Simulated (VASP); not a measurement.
Write the native input for VASP 6.6.1 that does the following.

```yaml
Task: single point
Functional: PBE
Potentials_or_basis: VASP PAW PBE potentials, release 64 (In_d, P)
Cutoff: 520 eV
k_mesh: 20 × 20 × 20
Occupations: gaussian, width 0.15 eV
Spin: no spin polarisation
Dipole_correction: no
Further_INCAR_settings: ALGO = Normal; EDIFF = 1e-07; NBANDS = 16
```

The structure of InP lies in POSCAR:

```
InP
1.0
    0.0000000000      2.8453501839      2.6256891497
    2.8453501839      0.0000000000      2.6256891497
    2.8453501839      2.8453501839      0.0000000000
In P
1 1
Direct
    0.0000000000      0.0000000000      0.0000000000
    0.5000000000      0.5000000000      0.5000000000
```

This cell differs from its parent crystal: volume 21.258 Å^3 an atom, c/a of the conventional cell 0.9228.

One way to write it, as run:

INCAR

```
SYSTEM = InP
ALGO = Normal
EDIFF = 1E-7
ENCUT = 520
GGA = PE
ISIF = 2
ISMEAR = 0
LASPH = .TRUE.
LCHARG = .TRUE.
LELF = .TRUE.
LREAL = .FALSE.
LVHAR = .TRUE.
LWAVE = .FALSE.
NBANDS = 16
NELM = 80
PREC = Accurate
SIGMA = 0.15
```

KPOINTS

```
k-points
0
G
  20 20 20
  0 0 0
```

Potentials or basis: VASP PAW PBE potentials, release 64 (In_d, P).

The run is started by

```console
$ cat potpaw_PBE.64/In_d/POTCAR potpaw_PBE.64/P/POTCAR > POTCAR
$ mpirun -np 1 vasp_std > vasp.out
```

Results of the run:

| Quantity | Value |
| --- | --- |
| Pressure | 0.9 GPa |
| Band gap on the k mesh | zero (band 9 reaches 7.30 eV, above the bottom of band 10 at 4.46 eV) |

Caveat: spin-orbit coupling is left out, which moves the levels of the heavy elements.

Run time: 5.6 min on 1 thread of Intel(R) Xeon(R) Platinum 8488C (Sapphire Rapids) (shared host), peak memory 0.52 GiB.
